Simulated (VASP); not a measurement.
# Al3GaN4 (Cmm2) in VASP: further runs, part 2 of 2

VASP 6.6.1.

## 3. Single point, PBEsol (the distance across one plane changed)

Input file INCAR:

```
SYSTEM = Al3GaN4
ALGO     = Normal         ! electronic algorithm
EDIFF    = 1E-6           ! SCF threshold, eV
ENCUT    = 520            ! plane-wave cutoff, eV
GGA      = PS             ! functional
ISIF     = 2              ! what is computed and relaxed
ISMEAR   = 0              ! smearing method
LASPH    = .True.         ! aspherical terms in the spheres
LCHARG   = .False.        ! write CHGCAR
LREAL    = Auto         
LWAVE    = .False.        ! write WAVECAR
NBANDS   = 56             ! bands
NELM     = 60             ! most SCF steps
PREC     = Accurate       ! precision mode
SIGMA    = 0.05           ! smearing width, eV
```

Input file KPOINTS:

```
k-points
0
Gamma
  5 5 3
  0 0 0
```

Input file POSCAR:

```
Al3GaN4
1.0
    0.0000000000     -4.4069948432      0.0000000000
    0.0000000000      0.0000000000     -4.4069948432
    9.8139896863      0.0000000000      0.0000000000
Al Ga N
6 2 8
Direct
    0.5000000000      1.0000000000      0.0549640040
    0.5000000000      1.0000000000      0.5040163247
    0.0000000000      0.5000000000      0.0549640040
    0.0000000000      0.5000000000      0.5040163247
    0.5000000000      0.5000000000      0.2794901644
    0.5000000000      0.5000000000      0.7285424850
    0.0000000000      1.0000000000      0.2794901644
    0.0000000000      1.0000000000      0.7285424850
    0.2552922824      0.7447077176      0.1648505725
    0.2552922824      0.7447077176      0.6139028931
    0.7447077176      0.2552922824      0.1648505725
    0.7447077176      0.2552922824      0.6139028931
    0.2552922824      0.2552922824      0.8431820768
    0.2552922824      0.2552922824      0.3941297562
    0.7447077176      0.7447077176      0.8431820768
    0.7447077176      0.7447077176      0.3941297562
```

Potentials or basis: VASP PAW PBE potentials, release 64 (Al, Ga_d, N).

Command:

```console
> cat potpaw_PBE.64/Al/POTCAR potpaw_PBE.64/Ga_d/POTCAR potpaw_PBE.64/N/POTCAR > POTCAR
> mpirun -np 1 vasp_std > vasp.out
```

OUTCAR:

```text
SYSTEM = Al3GaN4
   EDIFF = 1E-6
   ENCUT = 520
   GGA = PS
   ISIF = 2
   ISMEAR = 0
   LASPH = .True.
   LREAL = Auto
   NELM = 60
   PREC = Accurate

 ion  position               nearest neighbor table
   1  0.500  0.000  0.055-   9 1.90  11 1.90   3 3.12   3 3.12   3 3.12   3 3.12   5 3.12   7 3.12
                             7 3.12   5 3.12
   2  0.500  0.000  0.504-  10 1.90  12 1.90  14 1.90  16 1.90   5 3.12   7 3.12   5 3.12   7 3.12
                             6 3.12   6 3.12   8 3.12   8 3.12   4 3.12   4 3.12   4 3.12   4 3.12
   3  0.000  0.500  0.055-   9 1.90  11 1.90   1 3.12   1 3.12   1 3.12   1 3.12   7 3.12   7 3.12
                             5 3.12   5 3.12
   4  0.000  0.500  0.504-  10 1.90  12 1.90  14 1.90  16 1.90   5 3.12   7 3.12   7 3.12   5 3.12
                             6 3.12   8 3.12   8 3.12   6 3.12   2 3.12   2 3.12   2 3.12   2 3.12
[... 1266 lines left out ...]

 VOLUME and BASIS-vectors are now :
 -----------------------------------------------------------------------------
  energy-cutoff  :      520.00
  volume of cell :      190.60
      direct lattice vectors                 reciprocal lattice vectors
     0.000000000 -4.406994843  0.000000000     0.000000000 -0.226911997  0.000000000
     0.000000000  0.000000000 -4.406994843     0.000000000  0.000000000 -0.226911997
     9.813989686  0.000000000  0.000000000     0.101895359  0.000000000  0.000000000

 POSITION                                       TOTAL-FORCE (eV/Angst)
 -----------------------------------------------------------------------------------
      0.53942     -2.20350      0.00000        -3.611537     -0.000000      0.000000
      4.94641     -2.20350      0.00000         0.875507     -0.000000      0.000000
      0.53942      0.00000     -2.20350        -3.611537     -0.000000      0.000000
      4.94641      0.00000     -2.20350         0.875507     -0.000000      0.000000
      2.74291     -2.20350     -2.20350         0.705138     -0.000000      0.000000
      7.14991     -2.20350     -2.20350         2.139425     -0.000000      0.000000
[... 8 lines left out ...]
      8.27498     -3.28192     -3.28192         2.566674     -0.088529     -0.088529
      3.86799     -3.28192     -3.28192        -0.791319     -0.019516     -0.019516
 -----------------------------------------------------------------------------------
    total drift:                                0.011911      0.000000      0.000000

  FREE ENERGIE OF THE ION-ELECTRON SYSTEM (eV)
  ---------------------------------------------------
  free  energy   TOTEN  =      -112.5409104804 eV

  energy  without entropy=     -112.5358548298  energy(sigma->0) =     -112.53838266
```

OSZICAR:

```text
N       E                     dE             d eps       ncg     rms          rms(c)
DAV:   1     0.823799839755E+03    0.82380E+03   -0.35915E+04  2296   0.181E+03
DAV:   2     0.379133409502E+02   -0.78589E+03   -0.72755E+03  2312   0.548E+02
DAV:   3    -0.118391771095E+03   -0.15631E+03   -0.15161E+03  2296   0.178E+02
DAV:   4    -0.130627953798E+03   -0.12236E+02   -0.12122E+02  2800   0.557E+01
DAV:   5    -0.130911323536E+03   -0.28337E+00   -0.28237E+00  2488   0.843E+00    0.227E+01
DAV:   6    -0.112997068850E+03    0.17914E+02   -0.70855E+01  3304   0.580E+01    0.971E+00
DAV:   7    -0.113076746390E+03   -0.79678E-01   -0.99736E+00  2632   0.158E+01    0.636E+00
DAV:   8    -0.112641878153E+03    0.43487E+00   -0.11331E+00  2480   0.786E+00    0.416E+00
DAV:   9    -0.112590921060E+03    0.50957E-01   -0.66080E-01  2640   0.426E+00    0.155E+00
DAV:  10    -0.112542252769E+03    0.48668E-01   -0.14079E-01  2856   0.314E+00    0.604E-01
DAV:  11    -0.112540661743E+03    0.15910E-02   -0.44378E-02  2464   0.120E+00    0.318E-01
DAV:  12    -0.112541290991E+03   -0.62925E-03   -0.51947E-03  2808   0.492E-01    0.209E-01
DAV:  13    -0.112540920635E+03    0.37036E-03   -0.16346E-03  2928   0.337E-01    0.445E-02
DAV:  14    -0.112540916462E+03    0.41726E-05   -0.34999E-04  2520   0.146E-01    0.330E-02
DAV:  15    -0.112540910682E+03    0.57799E-05   -0.80806E-05  2760   0.474E-02    0.113E-02
DAV:  16    -0.112540910456E+03    0.22653E-06   -0.13354E-05  2496   0.260E-02    0.559E-03
DAV:  17    -0.112540910480E+03   -0.24702E-07   -0.19269E-06  1552   0.109E-02
   1 F= -.11254091E+03 E0= -.11253838E+03  d E =-.505565E-02
```

stdout:

```text
POSCAR found type information on POSCAR AlGaN
 POSCAR found :  3 types and      16 ions
 scaLAPACK will be used
 -----------------------------------------------------------------------------
|                                                                             |
|                                                                             |
|     You enforced a specific xc type in the INCAR file but a different       |
|     I HOPE YOU KNOW WHAT YOU ARE DOING!                                     |
|                                                                             |
 -----------------------------------------------------------------------------

 LDA part: xc-table for (Slater+PW92), standard interpolation
 POSCAR, INCAR and KPOINTS ok, starting setup
 FFT: planning ... GRIDC
 FFT: planning ... GRID_SOFT
 FFT: planning ... GRID
 WAVECAR not read
 entering main loop
```

Wall time 4.1 min (1 thread of AMD EPYC 9R45 (Zen 5), shared host); peak memory 0.34 GiB.

What came out:

```yaml
Free_energy: -112.5409 eV
Pressure: -6.7 GPa
Largest_force: 3.612 eV/Å
Band_gap_on_the_k_mesh: zero (bands 42 and 43 overlap by 0.85 eV)
```

Forces in eV/Å, atoms in the order of the input:
```
Al  -3.612  0.000  0.000
Al   0.876  0.000  0.000
Al  -3.612  0.000  0.000
Al   0.876  0.000  0.000
Al   0.705  0.000  0.000
Al   2.139  0.000  0.000
Ga   0.798  0.000  0.000
Ga   2.230  0.000  0.000
N   -1.059 -0.047  0.047
N   -0.917 -0.013  0.013
N   -1.059  0.047 -0.047
N   -0.917  0.013 -0.013
N    2.567  0.089  0.089
N   -0.791  0.020  0.020
N    2.567 -0.089 -0.089
N   -0.791 -0.020 -0.020
```

Levels at points of the mesh, in eV from the Fermi level:
| k point | band 39 | band 40 | band 41 | band 42 | band 43 | band 44 | band 45 | band 46 |
| --- | --- | --- | --- | --- | --- | --- | --- | --- |
| (0.00, 0.00, 0.00) | -2.39 | -2.36 | -1.21 | -0.65 | -0.61 | -0.10 | 1.17 | 1.52 |

Caveat: the cell differs from its parent crystal (the distance across one plane changed); the stress differs along the axes, from -18 to -1 GPa; the PAW data sets were made with another functional, which shifts forces and pressure a little.

## 4. Single point, PBEsol (the distance across one plane changed)

Input file INCAR:

```
SYSTEM = Al3GaN4
PREC = Accurate ; ENCUT = 520
EDIFF = 1E-6 ; ISMEAR = 0
SIGMA = 0.05 ; LREAL = Auto
LASPH = .TRUE. ; NELM = 60
ALGO = Normal ; ISIF = 2
LWAVE = .FALSE. ; LCHARG = .TRUE.
GGA = PS ; LELF = .TRUE.
LVHAR = .TRUE. ; NBANDS = 56
```

Input file KPOINTS:

```
regular mesh
0
G
  5 5 3
  0 0 0
```

Input file POSCAR:

```
Al3GaN4
1.0
    0.0000000000     -4.4069948432      0.0000000000
    0.0000000000      0.0000000000     -4.4069948432
   10.3139896863      0.0000000000      0.0000000000
Al Ga N
6 2 8
Direct
    0.5000000000      1.0000000000      0.0522994675
    0.5000000000      1.0000000000      0.4795826991
    0.0000000000      0.5000000000      0.0522994675
    0.0000000000      0.5000000000      0.4795826991
    0.5000000000      0.5000000000      0.2659410833
    0.5000000000      0.5000000000      0.6932243148
    0.0000000000      1.0000000000      0.2659410833
    0.0000000000      1.0000000000      0.6932243148
    0.2552922824      0.7447077176      0.1568589719
    0.2552922824      0.7447077176      0.5841422034
    0.7447077176      0.2552922824      0.1568589719
    0.7447077176      0.2552922824      0.5841422034
    0.2552922824      0.2552922824      0.8023064262
    0.2552922824      0.2552922824      0.3750231947
    0.7447077176      0.7447077176      0.8023064262
    0.7447077176      0.7447077176      0.3750231947
```

Potentials or basis: VASP PAW PBE potentials, release 64 (Al, Ga_d, N).

Command:

```console
> cat potpaw_PBE.64/Al/POTCAR potpaw_PBE.64/Ga_d/POTCAR potpaw_PBE.64/N/POTCAR > POTCAR
> mpirun -np 1 vasp_std > vasp.out
```

OUTCAR:

```text
SYSTEM = Al3GaN4
   PREC = Accurate
   ENCUT = 520
   EDIFF = 1E-6
   ISMEAR = 0
   LREAL = Auto
   LASPH = .TRUE.
   NELM = 60
   ISIF = 2
   GGA = PS

 ion  position               nearest neighbor table
   1  0.500  0.000  0.052-   9 1.90  11 1.90   3 3.12   3 3.12   3 3.12   3 3.12   5 3.12   7 3.12
                             7 3.12   5 3.12
   2  0.500  0.000  0.480-  10 1.90  12 1.90  14 1.90  16 1.90   6 3.12   8 3.12   6 3.12   8 3.12
                             4 3.12   4 3.12   4 3.12   4 3.12   7 3.12   7 3.12   5 3.12   5 3.12
   3  0.000  0.500  0.052-   9 1.90  11 1.90   1 3.12   1 3.12   1 3.12   1 3.12   7 3.12   7 3.12
                             5 3.12   5 3.12
   4  0.000  0.500  0.480-  10 1.90  12 1.90  14 1.90  16 1.90   6 3.12   8 3.12   8 3.12   6 3.12
                             2 3.12   2 3.12   2 3.12   2 3.12   7 3.12   5 3.12   7 3.12   5 3.12
   5  0.500  0.500  0.266-   9 1.90  11 1.90  14 1.90  16 1.90   7 3.12   7 3.12   7 3.12   7 3.12
                             1 3.12   1 3.12   2 3.12   2 3.12   3 3.12   4 3.12   3 3.12   4 3.12
   6  0.500  0.500  0.693-  10 1.90  12 1.90  13 1.90  15 1.90   2 3.12   4 3.12   2 3.12   4 3.12
                             8 3.12   8 3.12   8 3.12   8 3.12
   7  0.000  0.000  0.266-   9 1.95  11 1.95  14 1.95  16 1.95   5 3.12   5 3.12   5 3.12   5 3.12
                             1 3.12   3 3.12   4 3.12   2 3.12   1 3.12   2 3.12   3 3.12   4 3.12
[... 1250 lines left out ...]

------------------------ aborting loop because EDIFF is reached ----------------------------------------

  FORCE on cell =-STRESS in cart. coord.  units (eV):
  Direction    XX          YY          ZZ          XY          YZ          ZX
  --------------------------------------------------------------------------------------
  -------------------------------------------------------------------------------------
  Total      -16.2125634     -0.7686971     -0.7686971      0.0000000      0.9567112      0.0000000
  in kB     -129.6732792     -6.1482857     -6.1482857      0.0000000      7.6520827      0.0000000
  external PRESSURE =     -47.3232836 kB  Pullay stress =       0.0000000 kB

 VOLUME and BASIS-vectors are now :
 -----------------------------------------------------------------------------
  energy-cutoff  :      520.00
  volume of cell :      200.31
      direct lattice vectors                 reciprocal lattice vectors
     0.000000000 -4.406994843  0.000000000     0.000000000 -0.226911997  0.000000000
     0.000000000  0.000000000 -4.406994843     0.000000000  0.000000000 -0.226911997
    10.313989686  0.000000000  0.000000000     0.096955691  0.000000000  0.000000000

 POSITION                                       TOTAL-FORCE (eV/Angst)
 -----------------------------------------------------------------------------------
      0.53942     -2.20350      0.00000        -1.593307      0.000000      0.000000
      4.94641     -2.20350      0.00000         0.840403      0.000000      0.000000
      0.53942      0.00000     -2.20350        -1.593307      0.000000      0.000000
      4.94641      0.00000     -2.20350         0.840403      0.000000      0.000000
      2.74291     -2.20350     -2.20350         0.610076      0.000000      0.000000
      7.14991     -2.20350     -2.20350         1.913411      0.000000      0.000000
[... 8 lines left out ...]
      8.27498     -3.28192     -3.28192         0.870388     -0.164926     -0.164926
      3.86799     -3.28192     -3.28192        -0.729598     -0.015508     -0.015508
 -----------------------------------------------------------------------------------
    total drift:                                0.020534     -0.000000     -0.000000

  FREE ENERGIE OF THE ION-ELECTRON SYSTEM (eV)
  ---------------------------------------------------
  free  energy   TOTEN  =      -109.2218460277 eV

  energy  without entropy=     -109.2140599195  energy(sigma->0) =     -109.21795297
```

stdout:

```text
POSCAR found type information on POSCAR AlGaN
 POSCAR found :  3 types and      16 ions
 scaLAPACK will be used
 -----------------------------------------------------------------------------
|                                                                             |
|                                                                             |
|     You enforced a specific xc type in the INCAR file but a different       |
|     I HOPE YOU KNOW WHAT YOU ARE DOING!                                     |
|                                                                             |
 -----------------------------------------------------------------------------

 LDA part: xc-table for (Slater+PW92), standard interpolation
 POSCAR, INCAR and KPOINTS ok, starting setup
 FFT: planning ... GRIDC
 FFT: planning ... GRID_SOFT
 FFT: planning ... GRID
 WAVECAR not read
 entering main loop
```

It took 3.9 min on 1 thread of AMD EPYC 9R45 (Zen 5), shared host; peak memory 0.34 GiB.

What came out:

```yaml
Free_energy: -109.2218 eV
Pressure: -4.7 GPa
Largest_force: 2.145 eV/Å
Band_gap_on_the_k_mesh: zero (bands 42 and 43 overlap by 0.88 eV)
```

Forces on the atoms (eV/Å):
```
Al  -1.593  0.000  0.000
Al   0.840  0.000  0.000
Al  -1.593  0.000  0.000
Al   0.840  0.000  0.000
Al   0.610  0.000  0.000
Al   1.913  0.000  0.000
Ga   0.688  0.000  0.000
Ga   2.145  0.000  0.000
N   -1.174 -0.027  0.027
N   -0.892 -0.007  0.007
N   -1.174  0.027 -0.027
N   -0.892  0.007 -0.007
N    0.870  0.165  0.165
N   -0.730  0.016  0.016
N    0.870 -0.165 -0.165
N   -0.730 -0.016 -0.016
```

Stress tensor (GPa, compression positive):
```
-12.97   0.00   0.00
  0.00  -0.61   0.77
  0.00   0.77  -0.61
```

Levels at points of the mesh, in eV from the Fermi level:
```
           k point  band 38  band 39  band 40  band 41  band 42  band 43  band 44  band 45  band 46  band 47
(0.00, 0.00, 0.00)    -2.14    -2.06    -1.68    -0.94    -0.90    -0.61     0.21     1.36     1.93     2.42
```

Caveat: the cell differs from its parent crystal (the distance across one plane changed); the stress differs along the axes, from -13 to -1 GPa; the PAW data sets were made with another functional, which shifts forces and pressure a little.

## 5. Summary

| cell | gap on the mesh (eV) | pressure (GPa) | largest force (eV/Å) |
| --- | --- | --- | --- |
| a = 4.407, b = 4.407, c = 9.564 Å, 16 atoms | none | -7.0 | 4.52 |
| a = 4.407, b = 4.407, c = 9.814 Å, 16 atoms | none | -6.7 | 3.61 |
| a = 4.407, b = 4.407, c = 10.314 Å, 16 atoms | none | -4.7 | 2.14 |

Alike in all rows: task single point; level PBEsol; potentials or basis VASP PAW PBE potentials, release 64 (Al, Ga_d, N); no spin polarisation; k mesh 5 × 5 × 3; cutoff (eV) 520; smearing gaussian 0.05 eV.

Caveats: the PAW data sets were made with another functional, which shifts forces and pressure a little; the stress differs along the axes, from -18 to -2 GPa (at least some runs); semilocal functionals underestimate gaps, and a narrow one can read as zero (at least some runs); the stress differs along the axes, from -18 to -1 GPa (at least some runs); the stress differs along the axes, from -13 to -1 GPa (at least some runs).

Absolute energies hang on the potentials; compare differences alone.
